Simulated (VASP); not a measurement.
A run of VASP 6.6.1 is set up as follows.

File INCAR:

```
SYSTEM = Si3N4
  PREC = Accurate
  ENCUT = 520
  EDIFF = 1E-7
  ISMEAR = 0
  SIGMA = 0.02
  LREAL = .False.
  LASPH = .True.
  NELM = 100
  ALGO = Normal
  ISIF = 2
  LWAVE = .False.
  LCHARG = .False.
  GGA = PE
  NBANDS = 45
```

Contents of KPOINTS:

```
regular mesh
0
Gamma
  6 6 6
  0 0 0
```

Contents of POSCAR:

```
Si3N4
1.0
    0.0000000000      3.8946186162      3.8946186162
    3.8946186162      0.0000000000      3.8946186162
    3.8946186162      3.8946186162      0.0000000000
Si N
6 8
Direct
    0.1250000000      0.1250000000      0.6250000000
    0.1250000000      0.6250000000      0.1250000000
    0.6250000000      0.1250000000      0.1250000000
    0.1250000000      0.1250000000      0.1250000000
    0.7500000000      0.7500000000      0.7500000000
    0.5000000000      0.5000000000      0.5000000000
    0.3675422897      0.3675422897      0.3675422897
    0.3526268691      0.8824577103      0.8824577103
    0.8824577103      0.8824577103      0.3526268691
    0.8824577103      0.3526268691      0.8824577103
    0.3675422897      0.3675422897      0.8973731309
    0.3675422897      0.8973731309      0.3675422897
    0.8824577103      0.8824577103      0.8824577103
    0.8973731309      0.3675422897      0.3675422897
```

Potentials or basis: VASP PAW PBE potentials, release 64 (Si, N).

The run is started by

```console
$ cat potpaw_PBE.64/Si/POTCAR potpaw_PBE.64/N/POTCAR > POTCAR
$ mpirun -np 1 vasp_std > vasp.out
```

Q: Estimate the largest force.

A: 0.007 eV/Å.

Q: What does it give for the band gap on the k mesh?

A: 3.33 eV, indirect (least direct gap 3.37 eV).

Q: Estimate the pressure.

A: -0.2 GPa.

Forces in eV/Å, atoms in the order of the input:
```
Si   0.000  0.000  0.000
Si   0.000  0.000  0.000
Si   0.000  0.000  0.000
Si   0.000  0.000  0.000
Si   0.000  0.000  0.000
Si   0.000  0.000  0.000
N    0.004  0.004  0.004
N   -0.004  0.004  0.004
N    0.004  0.004 -0.004
N    0.004 -0.004  0.004
N   -0.004 -0.004  0.004
N   -0.004  0.004 -0.004
N   -0.004 -0.004 -0.004
N    0.004 -0.004 -0.004
```

A k mesh can miss the band edges.
